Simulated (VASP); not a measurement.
# Ti2SnTe3 (P-6m2) in VASP: further runs, part 2 of 2

VASP 6.6.1. The steps go on from the part before.

## (3) Single point, PBE

This run uses another cell than the first one, of 25.21 Å³/atom.

INCAR

```
SYSTEM = Ti2SnTe3
PREC = Accurate
ENCUT = 520
EDIFF = 1E-7
ISMEAR = 0
SIGMA = 0.1
LREAL = .FALSE.
LASPH = .TRUE.
NELM = 60
ALGO = Normal
ISIF = 2
LWAVE = .FALSE.
LCHARG = .FALSE.
GGA = PE
NBANDS = 37
```

KPOINTS

```
regular mesh
0
G
  6 6 2
  0 0 0
```

POSCAR

```
Ti2SnTe3
1.0
    5.2735341779      0.0000000033      0.0000000000
   -2.6367670918      4.5670145641      0.0000000000
    0.0000000000      0.0000000000      6.2810263101
Ti Sn Te
2 1 3
Direct
    0.0000000000      0.0000000000      0.2077744424
    0.0000000000      0.0000000000      0.7922255576
    0.3333333333      0.6666666667      0.0000000000
    0.3333333333      0.6666666667      0.5000000000
    0.6666666667      0.3333333333      0.0000000000
    0.6666666667      0.3333333333      0.5000000000
```

Potentials or basis: VASP PAW PBE potentials, release 64 (Ti_sv, Sn_d, Te).

Started as:

```
cat potpaw_PBE.64/Ti_sv/POTCAR potpaw_PBE.64/Sn_d/POTCAR potpaw_PBE.64/Te/POTCAR > POTCAR
mpirun -np 1 vasp_std > vasp.out
```

OUTCAR:

```text
SYSTEM = Ti2SnTe3
   PREC = Accurate
   ENCUT = 520
   EDIFF = 1E-7
   ISMEAR = 0
   LREAL = .FALSE.
   LASPH = .TRUE.
   NELM = 60
   ISIF = 2
   GGA = PE

 ion  position               nearest neighbor table
   1  0.000  0.000  0.208-   2 2.61   3 3.31   3 3.31   3 3.31
   2  0.000  0.000  0.792-   1 2.61   3 3.31   3 3.31   3 3.31
   3  0.333  0.667  0.000-   5 3.04   5 3.04   5 3.04   4 3.14   4 3.14   1 3.31   2 3.31   2 3.31
                             1 3.31   2 3.31   1 3.31
   4  0.333  0.667  0.500-   6 3.04   6 3.04   6 3.04   3 3.14   3 3.14
   5  0.667  0.333  0.000-   3 3.04   3 3.04   3 3.04   6 3.14   6 3.14
   6  0.667  0.333  0.500-   4 3.04   4 3.04   4 3.04   5 3.14   5 3.14

  LATTYP: Found a hexagonal cell.
 ALAT       =     5.2735341779
 C/A-ratio  =     1.1910468574

  Lattice vectors:

 A1 = (   5.2735341779,   0.0000000033,   0.0000000000)
 A2 = (  -2.6367670918,   4.5670145641,   0.0000000000)
 A3 = (   0.0000000000,   0.0000000000,   6.2810263101)

Analysis of symmetry for initial positions (statically):
=====================================================================
 Subroutine PRICEL returns:
 Original cell was already a primitive cell.

 Routine SETGRP: Setting up the symmetry group for a
 hexagonal supercell.

 Subroutine GETGRP returns: Found 12 space group operations
 (whereof 12 operations were pure point group operations)
 out of a pool of 24 trial point group operations.

The static configuration has the point symmetry D_3h.

Analysis of symmetry for dynamics (positions and initial velocities):
=====================================================================
 Subroutine PRICEL returns:
 Original cell was already a primitive cell.

 Routine SETGRP: Setting up the symmetry group for a
 hexagonal supercell.

 Subroutine GETGRP returns: Found 12 space group operations
 (whereof 12 operations were pure point group operations)
 out of a pool of 24 trial point group operations.

The dynamic configuration has the point symmetry D_3h.

 Subroutine INISYM returns: Found 12 space group operations
 (whereof 12 operations are pure point group operations),
 and found     1 'primitive' translations

----------------------------------------------------------------------------------------

                                     Primitive cell

  volume of cell :     151.2742

  direct lattice vectors                    reciprocal lattice vectors
     5.273534178  0.000000003  0.000000000     0.189626153  0.109480711  0.000000000
    -2.636767092  4.567014564  0.000000000    -0.000000000  0.218961421  0.000000000
     0.000000000  0.000000000  6.281026310     0.000000000  0.000000000  0.159209650

  length of vectors
     5.273534178  5.273534178  6.281026310     0.218961421  0.218961421  0.159209650

  position of ions in fractional coordinates (direct lattice)
     0.000000000  0.000000000  0.207774442
     0.000000000  0.000000000  0.792225558
     0.333333333  0.666666667  0.000000000
     0.333333333  0.666666667  0.500000000
     0.666666667  0.333333333  0.000000000
     0.666666667  0.333333333  0.500000000

  ion indices of the primitive-cell ions
   primitive index   ion index
                 1           1
                 2           2
                 3           3
[... 38 lines left out ...]
  0.333333  0.333333  0.000000      2.000000
  0.000000  0.000000  0.500000      1.000000
  0.166667  0.000000  0.500000      6.000000
  0.333333  0.000000  0.500000      6.000000
  0.500000  0.000000  0.500000      3.000000
  0.166667  0.166667  0.500000      6.000000
  0.333333  0.166667  0.500000     12.000000
  0.333333  0.333333  0.500000      2.000000
   k-points           NKPTS =     14   k-points in BZ     NKDIM =     14   number of bands    NBANDS=     37
   number of dos      NEDOS =    301   number of ions     NIONS =      6
   total plane-waves  NPLWV =  76800
   dimension x,y,z NGX =    40 NGY =   40 NGZ =   48
   dimension x,y,z NGXF=    80 NGYF=   80 NGZF=   96
   ions per type =               2   1   3
   NGX,Y,Z   is equivalent  to a cutoff of  12.61, 12.61, 12.70 a.u.
   NGXF,Y,Z  is equivalent  to a cutoff of  25.22, 25.22, 25.41 a.u.
 SYSTEM =  Ti2SnTe3
   PREC   = accura    normal or accurate (medium, high low for compatibility)
   ISTART =      0    job   : 0-new  1-cont  2-samecut
   ICHARG =      2    charge: 1-file 2-atom 10-const
   ISPIN  =      1    spin polarized calculation?
   LNONCOLLINEAR =      F non collinear calculations
   LSORBIT =      F    spin-orbit coupling
   LASPH  =      T    aspherical Exc in radial PAW
   ENCUT  =  520.0 eV  38.22 Ry    6.18 a.u.   9.81  9.81 11.68*2*pi/ulx,y,z
   NELM   =     60;   NELMIN=  2; NELMDL= -5     # of ELM steps
   EDIFF  = 0.1E-06   stopping-criterion for ELM
   LREAL  =      F    real-space projection
   EDIFFG = 0.1E-05   stopping-criterion for IOM
   NSW    =      0    number of steps for IOM
   IBRION =     -1    ionic relax: 0-MD 1-quasi-New 2-CG
   NFREE  =      0    steps in history (QN), initial steepest desc. (CG)
   ISIF   =      2    stress and relaxation
   ISYM   =      2    0-nonsym 1-usesym 2-fastsym
   POTIM  = 0.5000    time-step for ionic-motion
   TEBEG  =    0.0;   TEEND  =   0.0 temperature during run
   PSTRESS=    0.0 pullay stress
   NELECT =      56.0000    total number of electrons
   NUPDOWN=      -1.0000    fix difference up-down
   EMIN   =  10.00;   EMAX   =-10.00  energy-range for DOS
   EFERMI =   0.00;   METHOD = LEGACY
   ISMEAR =     0;   SIGMA  =   0.10  broadening in eV -4-tet -1-fermi 0-gaus
   EFERMI_NEDOS =   21; number of points for ismear=-14 and -15
   IALGO  =     38    algorithm
   IMIX   =      4    mixing-type and parameters
     AMIX     =   0.40;   BMIX     =  1.00
     AMIX_MAG =   1.60;   BMIX_MAG =  1.00
  volume/ion in A,a.u.               =      25.21       170.14
  Fermi-wavevector in a.u.,A,eV,Ry     =   1.175482  2.221339 18.799952  1.381757
  Thomas-Fermi vector in A             =   2.311862
   LORBIT       =      0    0 simple, 1 ext, 2 COOP (PROOUT), +10 PAW based schemes
   GGA     = PE    functional components
   LHFCALC =     F    Hartree Fock is set to
   AEXX    =    0.0000 exact exchange contribution
   IVDW    =     0    specifies the selected vdW correction
   LEPSILON=     F    determine dielectric tensor
   LRPA    =     F    only Hartree local field effects (RPA)
 non-spin polarized calculation
 Gauss-broadening in eV      SIGMA  =   0.10
  energy-cutoff  :      520.00
  volume of cell :      151.27
 maximum number of plane-waves:      4100
 NGX is ok and might be reduce to    40
   NGX = 19   NGY = 19   NGZ = 23

 number of electron      55.9999997 magnetization

 Free energy of the ion-electron system (eV)
  ---------------------------------------------------
  ext. energy  EPLUGINS =         0.00000000
  ---------------------------------------------------
  free energy    TOTEN  =       -26.99491369 eV

  energy without entropy =      -26.95618014  energy(sigma->0) =      -26.97554691

 E-fermi :   8.3785     XC(G=0): -10.3076

 val. band max:        8.3652928513   @ k =   0.5000   0.0000   0.0000
 cond. band min:       8.4049462733   @ k =   0.3333   0.1667   0.0000
 fundamental gap:      0.0396534219
 Fermi energy:         8.3784857629

 k-point     1 :       0.0000    0.0000    0.0000
  band No.  band energies     occupation
      1     -49.1403      2.00000
      2     -49.0752      2.00000
      3     -25.5121      2.00000
      4     -25.5121      2.00000
      5     -25.4586      2.00000
      6     -25.4586      2.00000
[... 549 lines left out ...]
     36      10.0080      0.00000
     37      10.0612      0.00000

------------------------ aborting loop because EDIFF is reached ----------------------------------------

  FORCE on cell =-STRESS in cart. coord.  units (eV):
  Direction    XX          YY          ZZ          XY          YZ          ZX
  --------------------------------------------------------------------------------------
  -------------------------------------------------------------------------------------
  Total        0.0667183      0.0667183      0.0483271      0.0000000      0.0000000      0.0000000
  in kB        0.7066278      0.7066278      0.5118430      0.0000000      0.0000000      0.0000000
  external PRESSURE =       0.6416995 kB  Pullay stress =       0.0000000 kB

 VOLUME and BASIS-vectors are now :
 -----------------------------------------------------------------------------
  energy-cutoff  :      520.00
  volume of cell :      151.27
      direct lattice vectors                 reciprocal lattice vectors
     5.273534178  0.000000003  0.000000000     0.189626153  0.109480711  0.000000000
    -2.636767092  4.567014564  0.000000000    -0.000000000  0.218961421  0.000000000
     0.000000000  0.000000000  6.281026310     0.000000000  0.000000000  0.159209650

 POSITION                                       TOTAL-FORCE (eV/Angst)
 -----------------------------------------------------------------------------------
      0.00000      0.00000      1.30504         0.000000      0.000000      0.012491
      0.00000      0.00000      4.97599         0.000000      0.000000     -0.012491
     -0.00000      3.04468      0.00000         0.000000     -0.000000      0.000000
     -0.00000      3.04468      3.14051         0.000000     -0.000000      0.000000
      2.63677      1.52234      0.00000        -0.000000     -0.000000      0.000000
      2.63677      1.52234      3.14051         0.000000      0.000000      0.000000
 -----------------------------------------------------------------------------------
    total drift:                               -0.000001      0.000000     -0.000000

  FREE ENERGIE OF THE ION-ELECTRON SYSTEM (eV)
  ---------------------------------------------------
  free  energy   TOTEN  =       -26.9949136868 eV

  energy  without entropy=      -26.9561801431  energy(sigma->0) =      -26.97554691
```

stdout:

```text
POSCAR found type information on POSCAR TiSnTe
 POSCAR found :  3 types and       6 ions
 scaLAPACK will be used
 LDA part: xc-table for (Slater+PW92), standard interpolation
 POSCAR, INCAR and KPOINTS ok, starting setup
 FFT: planning ... GRIDC
 FFT: planning ... GRID_SOFT
 FFT: planning ... GRID
 WAVECAR not read
 entering main loop
```

Wall time 2.1 min (1 thread of Intel Xeon Platinum 8259CL at 2.50GHz (Skylake/Cascade Lake), shared host); peak memory 0.3 GiB.

Results:

```
Free energy            : -26.9949 eV
Pressure               : 0.1 GPa
Largest force          : 0.012 eV/Å
Band gap on the k mesh : zero (bands 28 and 29 overlap by 0.87 eV)
```

Forces on the atoms (eV/Å):
```
Ti   0.000  0.000  0.012
Ti   0.000  0.000 -0.012
Sn   0.000  0.000  0.000
Te   0.000  0.000  0.000
Te   0.000  0.000  0.000
Te   0.000  0.000  0.000
```

Caveat: the k points lie up to 0.50 Å⁻¹ apart, too coarse for converged energies and pressures of a metal; spin-orbit coupling is left out, which moves the levels of the heavy elements.

## (4) Single point, PBE

This run uses another cell than the first one, of 28.00 Å³/atom.

INCAR

```
SYSTEM = Ti2SnTe3
  PREC = Accurate
  ENCUT = 520
  EDIFF = 1E-7
  ISMEAR = 0
  SIGMA = 0.1
  LREAL = .False.
  LASPH = .True.
  NELM = 80
  ALGO = Normal
  ISIF = 2
  LWAVE = .False.
  LCHARG = .False.
  GGA = PE
  NBANDS = 37
```

KPOINTS

```
Automatic mesh
0
Gamma
  6 6 2
  0 0 0
```

POSCAR

```
Ti2SnTe3
1.0
    4.6046454900      0.0000000000      0.0000000000
   -2.3023227500      3.9877399700      0.0000000000
    0.0000000000      0.0000000000      9.1478343600
Ti Sn Te
2 1 3
Direct
    0.0000000000      0.0000000000      0.2450700000
    0.0000000000      0.0000000000      0.7549300000
    0.3333333300      0.6666666700      0.0000000000
    0.3333333300      0.6666666700      0.5000000000
    0.6666666700      0.3333333300      0.0000000000
    0.6666666700      0.3333333300      0.5000000000
```

Started as:

```
cat potpaw_PBE.64/Ti_sv/POTCAR potpaw_PBE.64/Sn_d/POTCAR potpaw_PBE.64/Te/POTCAR > POTCAR
mpirun -np 1 vasp_std > vasp.out
```

Run time: 3.3 min. Hardware: 1 thread of Intel Xeon Platinum 8259CL at 2.50GHz (Skylake/Cascade Lake), shared host; peak memory 0.33 GiB.

It converged, with:

```
Free energy            : -21.1542 eV
Pressure               : 8.1 GPa
Largest force          : 0.161 eV/Å
Band gap on the k mesh : zero (bands 28 and 29 overlap by 0.73 eV)
```

Forces on the atoms (eV/Å):
```
Ti   0.000  0.000 -0.161
Ti   0.000  0.000  0.161
Sn   0.000  0.000  0.000
Te   0.000  0.000  0.000
Te   0.000  0.000  0.000
Te   0.000  0.000  0.000
```

Stress tensor (GPa, compression positive):
```
 18.40   0.00   0.00
  0.00  18.40   0.00
  0.00   0.00 -12.48
```

Levels at points of the mesh, in eV from the Fermi level:
| k point | band 25 | band 26 | band 27 | band 28 | band 29 | band 30 | band 31 | band 32 |
| --- | --- | --- | --- | --- | --- | --- | --- | --- |
| (0.00, 0.00, 0.00) | -1.72 | -1.25 | -0.46 | -0.46 | -0.29 | -0.29 | -0.05 | 0.04 |
| (0.50, 0.00, 0.00) | -1.07 | -0.21 | -0.11 | 0.18 | 0.20 | 0.30 | 0.32 | 0.34 |
| (0.00, 0.00, 0.50) | -1.66 | -0.84 | -0.84 | -0.36 | -0.26 | -0.02 | -0.02 | 0.09 |
| (0.50, 0.00, 0.50) | -2.10 | 0.12 | 0.12 | 0.24 | 0.28 | 0.33 | 0.34 | 0.40 |

Caveat: the stress differs along the axes, from -12 to 18 GPa; spin-orbit coupling is left out, which moves the levels of the heavy elements.

## (5) Relaxation of cell and atoms, PBE

This run uses another cell than the first one, of 25.21 Å³/atom.

INCAR

```
SYSTEM = Ti2SnTe3
PREC = Accurate ; ENCUT = 600
EDIFF = 1E-6 ; ISMEAR = 0
SIGMA = 0.1 ; LREAL = .False.
LASPH = .True. ; NELM = 80
ALGO = Normal ; ISIF = 3
LWAVE = .False. ; LCHARG = .False.
GGA = PE ; IBRION = 2
NSW = 90 ; EDIFFG = -0.04
```

KPOINTS

```
regular mesh
0
Gamma
  6 6 4
  0 0 0
```

POSCAR

```
Ti2SnTe3
1.0
    5.2735341779      0.0000000000      0.0000000000
   -2.6367670889      4.5670145657      0.0000000000
    0.0000000000      0.0000000000      6.2810263101
Ti Sn Te
2 1 3
Direct
    0.0000000000      0.0000000000      0.2077744424
    0.0000000000      0.0000000000      0.7922255576
    0.3333333333      0.6666666667      0.0000000000
    0.3333333333      0.6666666667      0.5000000000
    0.6666666667      0.3333333333      0.0000000000
    0.6666666667      0.3333333333      0.5000000000
```

Started as:

```
cat potpaw_PBE.64/Ti_sv/POTCAR potpaw_PBE.64/Sn_d/POTCAR potpaw_PBE.64/Te/POTCAR > POTCAR
mpirun -np 1 vasp_std > vasp.out
```

It took 13 min on 1 thread of Intel Xeon Platinum 8259CL at 2.50GHz (Skylake/Cascade Lake), shared host; peak memory 0.38 GiB.

It converged, with:

```
Free energy                           : -26.9050 eV
Relaxed volume                        : 25.24 Å³/atom
Relaxed cell                          : a = 5.254 Å, b = 5.254 Å, c = 6.334 Å, α = 90.00°, β = 90.00°, γ = 120.00°
Space group after relaxing (to 0.1 Å) : P-6m2 (No. 187)
Energy gained by relaxing             : 0.6 meV/atom
Ionic steps                           : 5
Pressure after relaxing               : 0.1 GPa
Largest force after relaxing          : 0.029 eV/Å
Band gap on the k mesh                : zero (bands 28 and 29 overlap by 1.11 eV)
```

Forces on the atoms (eV/Å):
```
Ti   0.000  0.000 -0.029
Ti   0.000  0.000  0.029
Sn   0.000  0.000  0.000
Te   0.000  0.000  0.000
Te   0.000  0.000  0.000
Te   0.000  0.000  0.000
```

The path:
| step | energy change (eV) | largest force (eV/Å) | pressure (GPa) | volume (Å³) |
| --- | --- | --- | --- | --- |
| 1 | 0.0000 | 0.0628 | 0.05 | 151.27 |
| 2 | -0.0023 | 0.0599 | -0.01 | 151.46 |
| 3 | -0.0033 | 0.0580 | -0.07 | 151.65 |
| 4 | -0.0033 | 0.0582 | -0.07 | 151.68 |
| 5 | -0.0036 | 0.0286 | 0.07 | 151.41 |

Final structure:
```
Ti Sn Te
1.0
     5.25395    0.00000    0.00000
    -2.62698    4.55006    0.00000
     0.00000    0.00000    6.33361
Ti Sn Te
2 1 3
Direct
  0.00000 0.00000 0.20608
  0.00000 0.00000 0.79392
  0.33333 0.66667 0.00000
  0.33333 0.66667 0.50000
  0.66667 0.33333 0.00000
  0.66667 0.33333 0.50000
```

Levels at points of the mesh, in eV from the Fermi level:
| k point | band 24 | band 25 | band 26 | band 27 | band 28 | band 29 | band 30 | band 31 | band 32 | band 33 |
| --- | --- | --- | --- | --- | --- | --- | --- | --- | --- | --- |
| (0.00, 0.00, 0.00) | -1.93 | -1.93 | -1.59 | -1.59 | -1.27 | -0.07 | -0.07 | 0.99 | 1.31 | 1.31 |
| (0.50, 0.00, 0.00) | -0.93 | -0.73 | -0.32 | 0.02 | 0.19 | 0.45 | 0.52 | 0.63 | 1.01 | 1.13 |
| (0.00, 0.00, 0.50) | -1.84 | -1.84 | -1.66 | -1.66 | -0.38 | 0.15 | 0.48 | 0.65 | 0.65 | 0.95 |
| (0.50, 0.00, 0.50) | -1.56 | -0.72 | -0.55 | -0.20 | -0.17 | -0.07 | 0.10 | 0.47 | 0.64 | 0.85 |

Caveat: spin-orbit coupling is left out, which moves the levels of the heavy elements.

## (6) Summary

| task | cell | k mesh | cutoff (eV) | gap on the mesh (eV) | pressure (GPa) | largest force (eV/Å) |
| --- | --- | --- | --- | --- | --- | --- |
| single point | a = 5.261, b = 5.261, c = 6.337 Å, angles 90.0, 90.0, 120.0°, 6 atoms, atomic positions A | 6 × 6 × 4 | 520 | none | 0.0 | 0.01 |
| single point | a = 5.274, b = 5.274, c = 6.281 Å, angles 90.0, 90.0, 120.0°, 6 atoms, atomic positions B | 6 × 6 × 2 | 520 | none | 0.1 | 0.01 |
| single point | a = 4.605, b = 4.605, c = 9.148 Å, angles 90.0, 90.0, 120.0°, 6 atoms, atomic positions C | 6 × 6 × 2 | 520 | none | 8.1 | 0.16 |
| relaxation of cell and atoms | relaxed from a = 5.274, b = 5.274, c = 6.281 Å, angles 90.0, 90.0, 120.0°, 6 atoms, atomic positions B | 6 × 6 × 4 | 600 | none | 0.1 | 0.03 |

Alike in all rows: level PBE; potentials or basis VASP PAW PBE potentials, release 64 (Ti_sv, Sn_d, Te); no spin polarisation; smearing gaussian 0.1 eV.

Caveats: some runs use coarse meshes; spin-orbit coupling is left out, which moves the levels of the heavy elements; the stress differs along the axes, from -12 to 18 GPa (at least some runs).

Total energies depend on the potentials used, so only differences within one code and one set of settings carry meaning.

The gap in the log of VASP goes by the Fermi energy; the results here count the filled bands.